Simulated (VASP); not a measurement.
# SnSe in VASP: further runs

SnSe is run at these levels: PBE; tasks: single point.

All numbers are computed with VASP 6.6.1; they aren't measurements. Logs are shortened: lines on timing, memory, paths and dates and some standing lists are left out, and cuts for length are marked.

## Step 1: The cell of the first run

The cell holds a slab with vacuum, 4 atoms: a = 4.198 Å, b = 4.198 Å, c = 10.766 Å, α = 90.00°, β = 90.00°, γ = 90.00°.

## Step 2: Single point, PBE (47.43 Å³/atom)

INCAR

```
SYSTEM = SnSe
  PREC = Accurate
  ENCUT = 520
  EDIFF = 1E-6
  ISMEAR = -1
  SIGMA = 0.05
  LREAL = .False.
  LASPH = .True.
  NELM = 80
  ALGO = Normal
  ISIF = 2
  LWAVE = .False.
  LCHARG = .False.
  GGA = PE
  NBANDS = 28
```

KPOINTS

```
regular mesh
0
Gamma
  6 6 3
  0 0 0
```

POSCAR

```
SnSe
1.0
    4.1978472110      0.0000000000      0.0000000000
    0.0000000000      4.1978472110      0.0000000000
    0.0000000000      0.0000000000     10.7663293357
Sn Se
2 2
Direct
    0.0000000000      0.5000000000      0.6277708900
    0.5000000000      0.0000000000      0.3722291100
    0.0000000000      0.5000000000      0.3839605100
    0.5000000000      0.0000000000      0.6160394900
```

Potentials or basis: VASP PAW PBE potentials, release 64 (Sn_d, Se).

On the command line:

```console
> cat potpaw_PBE.64/Sn_d/POTCAR potpaw_PBE.64/Se/POTCAR > POTCAR
> mpirun -np 1 vasp_std > vasp.out
```

OUTCAR:

```text
SYSTEM = SnSe
   PREC = Accurate
   ENCUT = 520
   EDIFF = 1E-6
   ISMEAR = -1
   LREAL = .False.
   LASPH = .True.
   NELM = 80
   ISIF = 2
   GGA = PE

 ion  position               nearest neighbor table
   1  0.000  0.500  0.628-   3 2.62   4 2.97   4 2.97   4 2.97   4 2.97
   2  0.500  0.000  0.372-   4 2.62   3 2.97   3 2.97   3 2.97   3 2.97
   3  0.000  0.500  0.384-   1 2.62   2 2.97   2 2.97   2 2.97   2 2.97
   4  0.500  0.000  0.616-   2 2.62   1 2.97   1 2.97   1 2.97   1 2.97

  LATTYP: Found a simple tetragonal cell.
 ALAT       =     4.1978472110
 C/A-ratio  =     2.5647263453

  Lattice vectors:

 A1 = (   4.1978472110,   0.0000000000,   0.0000000000)
 A2 = (   0.0000000000,   4.1978472110,   0.0000000000)
 A3 = (   0.0000000000,   0.0000000000,  10.7663293357)

Analysis of symmetry for initial positions (statically):
=====================================================================
 Subroutine PRICEL returns:
 Original cell was already a primitive cell.

 Routine SETGRP: Setting up the symmetry group for a
 simple tetragonal supercell.

 Subroutine GETGRP returns: Found 16 space group operations
 (whereof  8 operations were pure point group operations)
 out of a pool of 16 trial point group operations.

The static configuration has the point symmetry D_2d.
 The point group associated with its full space group is D_4h.

Analysis of symmetry for dynamics (positions and initial velocities):
=====================================================================
 Subroutine PRICEL returns:
 Original cell was already a primitive cell.

 Routine SETGRP: Setting up the symmetry group for a
 simple tetragonal supercell.

 Subroutine GETGRP returns: Found 16 space group operations
 (whereof  8 operations were pure point group operations)
 out of a pool of 16 trial point group operations.

The dynamic configuration has the point symmetry D_2d.
 The point group associated with its full space group is D_4h.

 Subroutine INISYM returns: Found 16 space group operations
 (whereof  8 operations are pure point group operations),
 and found     1 'primitive' translations

----------------------------------------------------------------------------------------

                                     Primitive cell

  volume of cell :     189.7234

  direct lattice vectors                    reciprocal lattice vectors
     4.197847211  0.000000000  0.000000000     0.238217341  0.000000000  0.000000000
     0.000000000  4.197847211  0.000000000     0.000000000  0.238217341  0.000000000
     0.000000000  0.000000000 10.766329336     0.000000000  0.000000000  0.092882167

  length of vectors
     4.197847211  4.197847211 10.766329336     0.238217341  0.238217341  0.092882167

  position of ions in fractional coordinates (direct lattice)
     0.000000000  0.500000000  0.627770890
     0.500000000  0.000000000  0.372229110
     0.000000000  0.500000000  0.383960510
     0.500000000  0.000000000  0.616039490

  ion indices of the primitive-cell ions
   primitive index   ion index
                 1           1
                 2           2
                 3           3
                 4           4

----------------------------------------------------------------------------------------

 KPOINTS: regular mesh

Automatic generation of k-mesh.
 Grid dimensions read from file:
 generate k-points for:    6    6    3

 Generating k-lattice:

  Cartesian coordinates                     Fractional coordinates (reciprocal lattice)
     0.039702890  0.000000000  0.000000000     0.166666667  0.000000000  0.000000000
     0.000000000  0.039702890  0.000000000     0.000000000  0.166666667  0.000000000
     0.000000000  0.000000000  0.030960722     0.000000000  0.000000000  0.333333333

  Length of vectors
     0.039702890  0.039702890  0.030960722

  Shift w.r.t. Gamma in fractional coordinates (k-lattice)
     0.000000000  0.000000000  0.000000000

 Subroutine IBZKPT returns following result:
 ===========================================

 Found     20 irreducible k-points:

 Following reciprocal coordinates:
            Coordinates               Weight
  0.000000  0.000000  0.000000      1.000000
  0.166667  0.000000  0.000000      4.000000
  0.333333  0.000000  0.000000      4.000000
  0.500000  0.000000  0.000000      2.000000
  0.166667  0.166667  0.000000      4.000000
  0.333333  0.166667  0.000000      8.000000
[... 12 lines left out ...]
  0.500000  0.333333  0.333333      8.000000
  0.500000  0.500000  0.333333      2.000000
   k-points           NKPTS =     20   k-points in BZ     NKDIM =     20   number of bands    NBANDS=     28
   number of dos      NEDOS =    301   number of ions     NIONS =      4
   total plane-waves  NPLWV =  81920
   dimension x,y,z NGX =    32 NGY =   32 NGZ =   80
   dimension x,y,z NGXF=    64 NGYF=   64 NGZF=  160
   ions per type =               2   2
   NGX,Y,Z   is equivalent  to a cutoff of  12.67, 12.67, 12.35 a.u.
   NGXF,Y,Z  is equivalent  to a cutoff of  25.35, 25.35, 24.71 a.u.
 SYSTEM =  SnSe
   PREC   = accura    normal or accurate (medium, high low for compatibility)
   ISTART =      0    job   : 0-new  1-cont  2-samecut
   ICHARG =      2    charge: 1-file 2-atom 10-const
   ISPIN  =      1    spin polarized calculation?
   LNONCOLLINEAR =      F non collinear calculations
   LSORBIT =      F    spin-orbit coupling
   LASPH  =      T    aspherical Exc in radial PAW
   ENCUT  =  520.0 eV  38.22 Ry    6.18 a.u.   7.81  7.81 20.02*2*pi/ulx,y,z
   NELM   =     80;   NELMIN=  2; NELMDL= -5     # of ELM steps
   EDIFF  = 0.1E-05   stopping-criterion for ELM
   LREAL  =      F    real-space projection
   EDIFFG = 0.1E-04   stopping-criterion for IOM
   NSW    =      0    number of steps for IOM
   IBRION =     -1    ionic relax: 0-MD 1-quasi-New 2-CG
   NFREE  =      0    steps in history (QN), initial steepest desc. (CG)
   ISIF   =      2    stress and relaxation
   ISYM   =      2    0-nonsym 1-usesym 2-fastsym
   POTIM  = 0.5000    time-step for ionic-motion
   TEBEG  =    0.0;   TEEND  =   0.0 temperature during run
   PSTRESS=    0.0 pullay stress
   NELECT =      40.0000    total number of electrons
   NUPDOWN=      -1.0000    fix difference up-down
   EMIN   =  10.00;   EMAX   =-10.00  energy-range for DOS
   EFERMI =   0.00;   METHOD = LEGACY
   ISMEAR =    -1;   SIGMA  =   0.05  broadening in eV -4-tet -1-fermi 0-gaus
   EFERMI_NEDOS =   21; number of points for ismear=-14 and -15
   IALGO  =     38    algorithm
   IMIX   =      4    mixing-type and parameters
     AMIX     =   0.40;   BMIX     =  1.00
     AMIX_MAG =   1.60;   BMIX_MAG =  1.00
  volume/ion in A,a.u.               =      47.43       320.08
  Fermi-wavevector in a.u.,A,eV,Ry     =   0.974364  1.841281 12.917168  0.949385
  Thomas-Fermi vector in A             =   2.104818
   LORBIT       =      0    0 simple, 1 ext, 2 COOP (PROOUT), +10 PAW based schemes
   GGA     = PE    functional components
   LHFCALC =     F    Hartree Fock is set to
   AEXX    =    0.0000 exact exchange contribution
   IVDW    =     0    specifies the selected vdW correction
   LEPSILON=     F    determine dielectric tensor
   LRPA    =     F    only Hartree local field effects (RPA)
 non-spin polarized calculation
  energy-cutoff  :      520.00
  volume of cell :      189.72
 maximum number of plane-waves:      5130
 NGX is ok and might be reduce to    32
   NGX = 15   NGY = 15   NGZ = 41

 number of electron      39.9999977 magnetization

 Free energy of the ion-electron system (eV)
  ---------------------------------------------------
  ext. energy  EPLUGINS =         0.00000000
  ---------------------------------------------------
  free energy    TOTEN  =       -16.12947277 eV

  energy without entropy =      -16.12947252  energy(sigma->0) =      -16.12947264

 E-fermi :   1.8130     XC(G=0):  -6.2511

 val. band max:        1.1052332505   @ k =   0.3333   0.0000   0.3333
 cond. band min:       2.5024583568   @ k =   0.0000   0.0000   0.3333
 fundamental gap:      1.3972251062
 Fermi energy:         1.8130354010

 k-point     1 :       0.0000    0.0000    0.0000
  band No.  band energies     occupation
      1     -20.0565      2.00000
      2     -20.0517      2.00000
      3     -20.0493      2.00000
      4     -20.0480      2.00000
      5     -20.0391      2.00000
      6     -20.0132      2.00000
[... 20 lines left out ...]
     27       6.7441      0.00000
     28       7.1489      0.00000

 k-point     2 :       0.1667    0.0000    0.0000
  band No.  band energies     occupation
      1     -20.0536      2.00000
      2     -20.0501      2.00000
      3     -20.0469      2.00000
      4     -20.0465      2.00000
      5     -20.0427      2.00000
      6     -20.0136      2.00000
[... 20 lines left out ...]
     27       6.5610      0.00000
     28       6.6545      0.00000

 k-point     3 :       0.3333    0.0000    0.0000
  band No.  band energies     occupation
      1     -20.0539      2.00000
      2     -20.0499      2.00000
      3     -20.0484      2.00000
      4     -20.0434      2.00000
      5     -20.0337      2.00000
      6     -20.0157      2.00000
[... 20 lines left out ...]
     27       5.9088      0.00000
     28       7.5383      0.00000

 k-point     4 :       0.5000    0.0000    0.0000
  band No.  band energies     occupation
      1     -20.0545      2.00000
      2     -20.0545      2.00000
      3     -20.0439      2.00000
      4     -20.0439      2.00000
      5     -20.0220      2.00000
      6     -20.0220      2.00000
[... 454 lines left out ...]
     27       6.9021      0.00000
     28       7.2734      0.00000

 k-point    19 :       0.5000    0.3333    0.3333
  band No.  band energies     occupation
      1     -20.0730      2.00000
      2     -20.0730      2.00000
      3     -20.0316      2.00000
      4     -20.0316      2.00000
      5     -20.0146      2.00000
      6     -20.0146      2.00000
[... 20 lines left out ...]
     27       7.0796      0.00000
     28       7.0796      0.00000

 k-point    20 :       0.5000    0.5000    0.3333
  band No.  band energies     occupation
      1     -20.0784      2.00000
      2     -20.0784      2.00000
      3     -20.0281      2.00000
      4     -20.0281      2.00000
      5     -20.0116      2.00000
      6     -20.0116      2.00000
[... 20 lines left out ...]
     27       7.9374      0.00000
     28       7.9374      0.00000

------------------------ aborting loop because EDIFF is reached ----------------------------------------

  FORCE on cell =-STRESS in cart. coord.  units (eV):
  Direction    XX          YY          ZZ          XY          YZ          ZX
  --------------------------------------------------------------------------------------
  -------------------------------------------------------------------------------------
  Total        2.9598527      2.9598527      3.3149655      0.0000000      0.0000000      0.0000000
  in kB       24.9953815     24.9953815     27.9942402      0.0000000      0.0000000      0.0000000
  external PRESSURE =      25.9950011 kB  Pullay stress =       0.0000000 kB

 VOLUME and BASIS-vectors are now :
 -----------------------------------------------------------------------------
  energy-cutoff  :      520.00
  volume of cell :      189.72
      direct lattice vectors                 reciprocal lattice vectors
     4.197847211  0.000000000  0.000000000     0.238217341  0.000000000  0.000000000
     0.000000000  4.197847211  0.000000000     0.000000000  0.238217341  0.000000000
     0.000000000  0.000000000 10.766329336     0.000000000  0.000000000  0.092882167

 POSITION                                       TOTAL-FORCE (eV/Angst)
 -----------------------------------------------------------------------------------
      0.00000      2.09892      6.75879         0.000000      0.000000      0.625489
      2.09892      0.00000      4.00754         0.000000      0.000000     -0.625489
      0.00000      2.09892      4.13385         0.000000     -0.000000     -0.647594
      2.09892      0.00000      6.63248         0.000000      0.000000      0.647594
 -----------------------------------------------------------------------------------
    total drift:                                0.000000      0.000000      0.000000

  FREE ENERGIE OF THE ION-ELECTRON SYSTEM (eV)
  ---------------------------------------------------
  free  energy   TOTEN  =       -16.1294727703 eV

  energy  without entropy=      -16.1294725161  energy(sigma->0) =      -16.12947264
```

Run time: 2.3 min. Hardware: 1 thread of Intel Xeon 8259CL, shared host; peak memory 0.32 GiB.

What came out:

* Free energy: -16.1295 eV
* Largest force: 0.648 eV/Å
* Band gap on the k mesh: 1.40 eV (least direct gap 1.44 eV)

Forces in eV/Å, atoms in the order of the input:
```
Sn   0.000  0.000  0.625
Sn   0.000  0.000 -0.625
Se   0.000  0.000 -0.648
Se   0.000  0.000  0.648
```

Caveat: spin-orbit coupling is left out, which moves the levels of the heavy elements.

## Step 3: Single point, PBE (49.45 Å³/atom)

This run uses another cell than the first one.

INCAR

```
SYSTEM = SnSe
PREC = Accurate ; ENCUT = 520
EDIFF = 1E-6 ; ISMEAR = -1
SIGMA = 0.05 ; LREAL = .False.
LASPH = .True. ; NELM = 80
ALGO = Normal ; ISIF = 2
LWAVE = .False. ; LCHARG = .False.
GGA = PE ; NBANDS = 28
```

KPOINTS is that of step 2.

POSCAR

```
SnSe
1.0
    4.2565659658      0.0000000000      0.0000000000
    0.0000000000      4.2565659658      0.0000000000
    0.0000000000      0.0000000000     10.9169268730
Sn Se
2 2
Direct
    0.0000000000      0.5000000000      0.6277708900
    0.5000000000      0.0000000000      0.3722291100
    0.0000000000      0.5000000000      0.3839605100
    0.5000000000      0.0000000000      0.6160394900
```

Potentials or basis: VASP PAW PBE potentials, release 64 (Sn_d, Se).

On the command line:

```console
> cat potpaw_PBE.64/Sn_d/POTCAR potpaw_PBE.64/Se/POTCAR > POTCAR
> mpirun -np 1 vasp_std > vasp.out
```

OUTCAR:

```text
SYSTEM = SnSe
   PREC = Accurate
   ENCUT = 520
   EDIFF = 1E-6
   ISMEAR = -1
   LREAL = .False.
   LASPH = .True.
   NELM = 80
   ISIF = 2
   GGA = PE

 ion  position               nearest neighbor table
   1  0.000  0.500  0.628-   3 2.66   4 3.01   4 3.01   4 3.01   4 3.01
   2  0.500  0.000  0.372-   4 2.66   3 3.01   3 3.01   3 3.01   3 3.01
   3  0.000  0.500  0.384-   1 2.66   2 3.01   2 3.01   2 3.01   2 3.01
   4  0.500  0.000  0.616-   2 2.66   1 3.01   1 3.01   1 3.01   1 3.01

  LATTYP: Found a simple tetragonal cell.
 ALAT       =     4.2565659658
 C/A-ratio  =     2.5647263453
[... 813 lines left out ...]
  --------------------------------------------------------------------------------------
  -------------------------------------------------------------------------------------
  Total        1.3683105      1.3683105      1.7813116      0.0000000      0.0000000      0.0000000
  in kB       11.0834787     11.0834787     14.4288372      0.0000000      0.0000000      0.0000000
  external PRESSURE =      12.1985982 kB  Pullay stress =       0.0000000 kB

 VOLUME and BASIS-vectors are now :
 -----------------------------------------------------------------------------
  energy-cutoff  :      520.00
  volume of cell :      197.80
      direct lattice vectors                 reciprocal lattice vectors
     4.256565966  0.000000000  0.000000000     0.234931165  0.000000000  0.000000000
     0.000000000  4.256565966  0.000000000     0.000000000  0.234931165  0.000000000
     0.000000000  0.000000000 10.916926873     0.000000000  0.000000000  0.091600870

 POSITION                                       TOTAL-FORCE (eV/Angst)
 -----------------------------------------------------------------------------------
      0.00000      2.12828      6.85333        -0.000000      0.000000      0.299654
      2.12828      0.00000      4.06360         0.000000      0.000000     -0.299654
      0.00000      2.12828      4.19167        -0.000000      0.000000     -0.382556
      2.12828      0.00000      6.72526         0.000000     -0.000000      0.382556
 -----------------------------------------------------------------------------------
    total drift:                                0.000000      0.000000      0.000000

  FREE ENERGIE OF THE ION-ELECTRON SYSTEM (eV)
  ---------------------------------------------------
  free  energy   TOTEN  =       -16.2253046218 eV

  energy  without entropy=      -16.2253044747  energy(sigma->0) =      -16.22530455
```

OSZICAR:

```text
N       E                     dE             d eps       ncg     rms          rms(c)
DAV:   1     0.342911470592E+03    0.34291E+03   -0.18827E+04  1168   0.147E+03
DAV:   2     0.284439325475E+02   -0.31447E+03   -0.30693E+03  1232   0.366E+02
DAV:   3    -0.147788480663E+02   -0.43223E+02   -0.42232E+02  1364   0.143E+02
DAV:   4    -0.166685918583E+02   -0.18897E+01   -0.18835E+01  1364   0.321E+01
DAV:   5    -0.167227284985E+02   -0.54137E-01   -0.54122E-01  1528   0.567E+00    0.467E+00
DAV:   6    -0.162643054119E+02    0.45842E+00   -0.10015E+00  1540   0.515E+00    0.291E+00
DAV:   7    -0.162396364457E+02    0.24669E-01   -0.31557E-01  1392   0.223E+00    0.121E+00
DAV:   8    -0.162288012694E+02    0.10835E-01   -0.34100E-02  1288   0.121E+00    0.250E-01
DAV:   9    -0.162248248828E+02    0.39764E-02   -0.60738E-03  1304   0.467E-01    0.124E-01
DAV:  10    -0.162234289003E+02    0.13960E-02   -0.27707E-03  1200   0.197E-01    0.485E-02
DAV:  11    -0.162241028692E+02   -0.67397E-03   -0.15832E-03  1240   0.149E-01    0.614E-02
DAV:  12    -0.162252348563E+02   -0.11320E-02   -0.47962E-04  1240   0.101E-01    0.163E-02
DAV:  13    -0.162253008438E+02   -0.65988E-04   -0.47529E-05  1128   0.429E-02    0.121E-02
DAV:  14    -0.162253049067E+02   -0.40629E-05   -0.17202E-05  1096   0.222E-02    0.496E-03
DAV:  15    -0.162253046218E+02    0.28492E-06   -0.84304E-07  1028   0.789E-03
   1 F= -.16225305E+02 E0= -.16225305E+02  d E =-.147068E-06
```

stdout:

```text
POSCAR found type information on POSCAR SnSe
 POSCAR found :  2 types and       4 ions
 scaLAPACK will be used
 LDA part: xc-table for (Slater+PW92), standard interpolation
 POSCAR, INCAR and KPOINTS ok, starting setup
 FFT: planning ... GRIDC
 FFT: planning ... GRID_SOFT
 FFT: planning ... GRID
 WAVECAR not read
 entering main loop
```

Run time: 2.4 min. Hardware: 1 thread of Intel Xeon 8259CL, shared host; peak memory 0.33 GiB.

Results:

```yaml
Free_energy: -16.2253 eV
Largest_force: 0.383 eV/Å
Band_gap_on_the_k_mesh: 1.50 eV
```

Forces in eV/Å, atoms in the order of the input:
```
Sn   0.000  0.000  0.300
Sn   0.000  0.000 -0.300
Se   0.000  0.000 -0.383
Se   0.000  0.000  0.383
```

Levels at points of the mesh, in eV from the valence-band top:
```csv
k point,band 16,band 17,band 18,band 19,band 20,band 21,band 22,band 23,band 24,band 25
"(0.00, 0.00, 0.00)",-3.08,-3.08,-1.72,-1.72,-0.24,1.65,3.58,3.76,4.52,4.52
"(0.50, 0.00, 0.00)",-2.31,-1.54,-1.54,-0.20,-0.20,1.60,1.60,2.13,2.13,3.21
"(0.50, 0.50, 0.00)",-4.86,-3.26,-3.26,-1.68,-1.68,3.76,3.76,4.70,4.70,5.07
```

Caveat: spin-orbit coupling is left out, which moves the levels of the heavy elements.
